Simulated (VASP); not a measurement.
Here is a VASP 6.6.1 calculation.

INCAR

```
SYSTEM = V
  PREC = Accurate
  ENCUT = 600
  EDIFF = 1E-6
  ISMEAR = 0
  SIGMA = 0.1
  LREAL = .False.
  LASPH = .True.
  NELM = 80
  ALGO = Fast
  ISIF = 3
  LWAVE = .False.
  LCHARG = .False.
  GGA = PE
  IBRION = 2
  NSW = 90
  EDIFFG = -0.04
```

Contents of KPOINTS:

```
Automatic mesh
0
Gamma
  9 9 9
  0 0 0
```

The input POSCAR:

```
V
1.0
    1.4227029055      0.8213979054      1.9647652264
   -1.4227029055      0.8213979054      1.9647652264
    0.0000000000     -1.6427958109      1.9647652264
V
1
Direct
    0.5000000000      0.5000000000      0.5000000000
```

Potentials or basis: VASP PAW PBE potentials, release 64 (V_sv).

Run with:

```bash
$ cat potpaw_PBE.64/V_sv/POTCAR > POTCAR
$ mpirun -np 1 vasp_std > vasp.out
```

Problem. Predict the relaxed volume.

Solution. 13.83 Å³/atom.

Problem. Predict the band gap on the k mesh.

Solution. Zero (an odd number of electrons rules out a gap without spin polarisation).

Problem. Predict the space group after relaxing (to 0.1 Å).

Solution. R-3m (No. 166).

Problem. What does it give for the relaxed cell?

Solution. a = 2.554 Å, b = 2.554 Å, c = 2.554 Å, α = 68.21°, β = 68.21°, γ = 68.21°.

Final structure:
```
V
1.0
     1.43229    0.82693    1.94682
    -1.43229    0.82693    1.94682
     0.00000   -1.65386    1.94682
V
1
Cartesian
  0.0000 0.0000 2.9202
```
